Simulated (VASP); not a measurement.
A run of VASP 6.6.1 is set up as follows.

File INCAR:

```
ALGO = Normal
EDIFF = 1E-8
ENCUT = 520
ISIF = 2
ISMEAR = -1
LASPH = True
LCHARG = False
LEFG = True
LREAL = False
LWAVE = False
NBANDS = 19
NELM = 80
PREC = Accurate
SIGMA = 0.05
```

KPOINTS

```
k-points
0
Gamma
  12 12 7
```

Contents of POSCAR:

```
Zn
1.0
    2.7850770257      0.0000000000      0.0000000000
   -1.3925385129      2.4119474558      0.0000000000
    0.0000000000      0.0000000000      4.5118247817
Zn
2
Direct
    0.2733333333      0.6366666667      0.2050000000
    0.7266666667      0.3633333333      0.7950000000
```

Potentials or basis: VASP PAW LDA potentials, release 64 (Zn).

Launch:

```sh
$ cat potpaw_LDA.64/Zn/POTCAR > POTCAR
$ mpirun -np 1 vasp_std > vasp.out
```

(1) Predict the largest force.

(2) What does it give for the band gap on the k mesh?

(3) Estimate the pressure.

## Answers

(1) 1.942 eV/Å.

(2) zero (bands 12 and 13 overlap by 3.13 eV).

(3) -1.2 GPa.

Caveat: the cell differs from its parent crystal (shortest bond scaled by 0.82); the stress differs along the axes, from -3 to 3 GPa; without QUAD_EFG the Cq values of the log hold for a quadrupole moment of 1 mb, not for the nuclei; forces of over 1 eV/Å act on the atoms, so gaps and moduli don't describe the material at rest.
